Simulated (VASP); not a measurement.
A run of VASP 6.6.1 is set up as follows.

File INCAR:

```
METAGGA  = R2SCAN         # meta-GGA
ISMEAR   = 1              # smearing method
SIGMA    = 0.1            # smearing width, eV
LWAVE    = False          # write WAVECAR
LCHARG   = False          # write CHGCAR
ISIF     = 2              # what is computed and relaxed
ISYM     = 0            
PREC     = Accurate       # precision mode
LASPH    = True           # aspherical terms in the spheres
LREAL    = Auto         
ALGO     = Normal         # electronic algorithm
EDIFF    = 1E-5           # SCF threshold, eV
NELM     = 120            # most SCF steps
GGA_COMPAT= False        
ENCUT    = 370            # plane-wave cutoff, eV
LMIXTAU  = True         
ROPT     = -0.00025 -0.00025 -0.00025
NSIM     = 4
```

Contents of KPOINTS:

```
k-points
0
Gamma
  1 1 1
```

The input POSCAR:

```
TaB2Mo2
1.0
    6.1265330000      0.0000000000      0.0000000000
    0.0000000000      6.1265330000      0.0000000000
    0.0000000000      0.0000000000      6.3846640000
Ta Mo B
4 8 8
Direct
    0.0002620000     -0.0009180000     -0.0023310000
    0.0047860000      0.0003070000      0.5003510000
    0.5025850000      0.5110780000     -0.0012320000
    0.4978310000      0.5076480000      0.5034040000
    0.8251030000      0.6707430000      0.2521010000
    0.8321170000      0.6804680000      0.7424460000
    0.1692450000      0.3273950000      0.2530340000
    0.1701270000      0.3146390000      0.7501920000
    0.3310080000      0.8222530000      0.2451590000
    0.3223650000      0.8318960000      0.7504300000
    0.6727120000      0.1720550000      0.2445750000
    0.6698570000      0.1744070000      0.7443380000
    0.3928400000      0.1067540000     -0.0037920000
    0.3914460000      0.1094000000      0.5001370000
    0.6125250000      0.8888590000      0.0004030000
    0.6138990000      0.8896640000      0.5008240000
    0.8876700000      0.3898910000      0.0003630000
    0.8772190000      0.3890400000      0.5055600000
    0.1202410000      0.6074900000      0.0058480000
    0.1061420000      0.6068590000      0.4998270000
```

Potentials or basis: VASP PAW PBE potentials, release 64 (Ta_pv, Mo_sv, B).

The run is started by

```sh
$ cat potpaw_PBE.64/Ta_pv/POTCAR potpaw_PBE.64/Mo_sv/POTCAR potpaw_PBE.64/B/POTCAR > POTCAR
$ mpirun -np 8 vasp_std > vasp.out
```

Problem. What does it give for the largest force?

Solution. 2.163 eV/Å.

Problem. Estimate the pressure.

Solution. -3.5 GPa.

Forces on the atoms (eV/Å):
```
Ta  -0.045  0.137  0.612
Ta  -0.222  0.479 -0.487
Ta  -0.331 -1.018 -0.444
Ta  -0.279 -0.803  0.195
Mo   1.900 -1.032  0.027
Mo   0.192 -0.738  0.558
Mo  -0.881  0.792  0.210
Mo  -0.413  1.471 -0.052
Mo   0.298  0.710  0.242
Mo   2.094  0.192 -0.050
Mo  -0.934 -0.081  0.054
Mo  -1.232 -1.133  0.381
B    0.706 -0.311  0.248
B    0.785 -0.515 -0.287
B   -0.735  0.994 -0.240
B   -0.946  0.890 -0.021
B    0.849  0.753 -0.043
B    1.414  0.615 -0.424
B   -1.586 -0.629 -0.453
B   -0.635 -0.771 -0.028
```

Caveat: the k points lie up to 1.03 Å⁻¹ apart; the cell differs from its parent crystal (atoms moved at random); the cutoff is under 1.25 times the usual one of these potentials, so pressure, stress and relaxed cells hold a basis-set (Pulay) error; the PAW data sets were made with another functional, which shifts forces and pressure a little.
